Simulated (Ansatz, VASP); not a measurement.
One calculation of FeO, two programs

Contents of INCAR:

```
SYSTEM = FeO
  ALGO = Normal
  EDIFF = 1E-6
  ENCUT = 520
  ISIF = 2
  ISMEAR = -1
  ISPIN = 2
  LASPH = .TRUE.
  LCHARG = .FALSE.
  LMAXMIX = 4
  LORBIT = 11
  LREAL = .FALSE.
  LWAVE = .FALSE.
  MAGMOM = 3 0
  NBANDS = 18
  NELM = 150
  PREC = Accurate
  SIGMA = 0.05
```

The input KPOINTS:

```
k-points
0
G
  11 11 11
  0 0 0
```

POSCAR

```
FeO
1.0
    1.5486092669      0.8940899771      2.5689933065
   -1.5486092669      0.8940899771      2.5689933065
    0.0000000000     -1.7881799543      2.5689933065
Fe O
1 1
Direct
    0.0000000000      0.0000000000      0.0000000000
    0.5000000000      0.5000000000      0.5000000000
```

Contents of input.yaml:

```yaml
crystal:
  lattice:
    - [1.5486092669, 0.8940899771, 2.5689933065]
    - [-1.5486092669, 0.8940899771, 2.5689933065]
    - [0.0, -1.7881799543, 2.5689933065]
  atoms:
    - { symbol: Fe, position: [0.0, 0.0, 0.0], spin: 3.0 }
    - { symbol: O, position: [0.5, 0.5, 0.5] }
hamiltonian:
  xc: lda
  pseudopotentials: { kind: paw }
magnetization:
  spin_polarized: true
kpoints:
  mp_grid: { grid: [11, 11, 11] }
scf:
  occupations: { method: fermi_dirac, width: 0.05 }
output:
  forces: true
  stress: true
  eigenvalues: true
```

Alike in both runs: task single point; functional LDA; k mesh 11 × 11 × 11; occupations fermi-dirac, width 0.05 eV; collinear spin.

|  | VASP | Ansatz |
| --- | --- | --- |
| version | VASP 6.6.1 | Ansatz 0.2.0 |
| potentials or method | VASP PAW LDA potentials, release 64 (Fe, O) | Ansatz PAW |
| plane-wave cutoff (eV) | 520 | 420 |
| valence electrons in the cell | 14 | 22 |

|  | VASP | Ansatz | Ansatz less VASP |
| --- | --- | --- | --- |
| gap on the k mesh at the Fermi level (eV) | none | none | - |
| pressure (GPa) | -24.1 | -24.1 | -0.05 |
| traceless stress, the component that is largest in VASP (GPa) | -0.83 | -0.79 | +0.043 |
| net moment per atom (μB) | 2.00 | 2.00 | +0.001 |
| size of the moment on the site where the two differ most (μB) | 3.58 | 3.45 | -0.137 |

LDA's correlation is that of Perdew and Zunger in VASP and of Perdew and Wang (1992) in Ansatz. Site moments also hang on the region over which each program counts them. A gap of «none» marks a metal or a gap that the smearing closes. VASP's potentials hold 14 valence electrons a cell and Ansatz's 22, so a difference there can come from the potentials and not from the codes.
